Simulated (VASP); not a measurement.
# CoH3: relaxation of cell and atoms with PBE

The system is CoH3.

```xyz
4
Lattice="3.2292 0.0000 0.0000 0.0000 3.2292 0.0000 0.0000 0.0000 3.2292" Properties=species:S:1:pos:R:3 pbc="T T T"
Co    0.0000    0.0000    0.0000
H     0.0000    1.6146    1.6146
H     1.6146    0.0000    1.6146
H     1.6146    1.6146    0.0000
```

The cell was built from a structure type or drawn by symmetry, and may not be a known phase.

```
Program                : VASP 6.6.1
Task                   : relaxation of cell and atoms
Functional             : PBE
Potentials or basis    : VASP PAW PBE potentials, release 64 (Co, H)
Cutoff                 : 600 eV
k mesh                 : 4 × 4 × 4
Occupations            : gaussian, width 0.15 eV
Spin                   : collinear spin, ferromagnetic start
Starting moments       : [3.0, 0.0, 0.0, 0.0] μB
Dipole correction      : no
Further INCAR settings : ALGO = Normal; EDIFF = 1e-06; IBRION = 2; EDIFFG = -0.08; NSW = 36; ISIF = 3
```

```yaml
Relaxed_volume: 4.47 Å³/atom
Relaxed_cell: a = 2.616 Å, b = 2.616 Å, c = 2.616 Å, α = 90.00°, β = 90.00°, γ = 90.00°
Space_group_after_relaxing_to_0.1_Å: Pm-3m (No. 221)
Pressure_after_relaxing: 0.7 GPa
Band_gap_on_the_k_mesh: zero (filled and empty bands overlap)
Net_moment: 0.00 μB per cell
Valence_electrons_inside_the_program's_atomic_spheres: Co 8.51; H 0.51
```

Final structure:
```xyz
4
Lattice="2.6156 0.0000 0.0000 0.0000 2.6156 0.0000 0.0000 0.0000 2.6156" Properties=species:S:1:pos:R:3 pbc="T T T"
Co    0.0000    0.0000    0.0000
H     0.0000    1.3078    1.3078
H     1.3078    0.0000    1.3078
H     1.3078    1.3078    0.0000
```

Levels at points of the mesh, in eV from the Fermi level:
Spin up:
```tsv
k point	band 4	band 5	band 6	band 7	band 8	band 9
(0.00, 0.00, 0.00)	-0.99	-0.99	-0.99	5.69	5.69	10.20
(0.50, 0.00, 0.00)	-2.02	-2.02	-0.91	0.29	3.39	14.46
(0.50, 0.50, 0.00)	-3.52	-1.78	-1.78	-0.40	2.99	4.97
(0.50, 0.50, 0.50)	-0.34	-0.34	4.03	4.03	4.03	4.88
```
Spin down:
```
           k point  band 4  band 5  band 6  band 7  band 8  band 9
(0.00, 0.00, 0.00)   -0.99   -0.99   -0.99    5.69    5.69   10.20
(0.50, 0.00, 0.00)   -2.02   -2.02   -0.91    0.29    3.39   14.46
(0.50, 0.50, 0.00)   -3.52   -1.78   -1.78   -0.40    2.99    4.97
(0.50, 0.50, 0.50)   -0.34   -0.34    4.03    4.03    4.03    4.88
```

Wall time 2.4 min on 1 thread of AMD EPYC 7R43 64-Core Processor (Zen 3), with other jobs on the host, peak memory 0.16 GiB.

Caveat: the k points lie up to 0.60 Å⁻¹ apart in the final cell, too coarse for converged energies and pressures of a metal; the volume moved by over 15 % at a fixed basis, so the end points are rough.
